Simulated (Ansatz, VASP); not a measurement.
One calculation of Sn, two programs

Contents of INCAR:

```
SYSTEM = Sn
PREC = Accurate ; ENCUT = 520
EDIFF = 1E-7 ; ISMEAR = -1
SIGMA = 0.1 ; LREAL = .False.
LASPH = .True. ; NELM = 80
ALGO = Normal ; ISIF = 2
LWAVE = .False. ; LCHARG = .False.
GGA = PE ; IVDW = 13
NBANDS = 21
```

The input KPOINTS:

```
regular mesh
0
Gamma
  10 10 10
  0 0 0
```

Contents of POSCAR:

```
Sn
1.0
   -2.9196400000      2.9196400000      1.5938000000
    2.9196400000     -2.9196400000      1.5938000000
    2.9196400000      2.9196400000     -1.5938000000
Sn
2
Direct
    0.0000000000      0.0000000000      0.0000000000
    0.7500000000      0.2500000000      0.5000000000
```

Input for Ansatz:

```yaml
crystal:
  lattice:
    - [-2.91964, 2.91964, 1.5938]
    - [2.91964, -2.91964, 1.5938]
    - [2.91964, 2.91964, -1.5938]
  atoms:
    - { symbol: Sn, position: [0.0, 0.0, 0.0] }
    - { symbol: Sn, position: [0.75, 0.25, 0.5] }
basis:
  ecutwfc: 500.0
kpoints:
  mp_grid:
    grid: [10, 10, 10]
hamiltonian:
  xc: pbe
  dispersion: d4
scf:
  occupations:
    method: fermi_dirac
    width: 0.1
output:
  stress: true
```

Alike in both runs: task single point; functional PBE; dispersion D4; k mesh 10 × 10 × 10; occupations fermi-dirac, width 0.1 eV; no spin polarisation.

```csv
,VASP,Ansatz
version,VASP 6.6.1,Ansatz 0.2.0
potentials or method,"VASP PAW PBE potentials, release 64 (Sn_d), cutoff 520 eV","plane waves, PAW"
valence electrons in the cell,28,28
```

VASP gave:

| Property | Result |
| --- | --- |
| pressure (GPa) | 0.0 |
| traceless stress, the component that is largest in VASP (GPa) | -0.67 |

Task: Which values does Ansatz return?

Result: Pressure (GPa): 0.1; traceless stress, the component that is largest in VASP (GPa): -0.66.
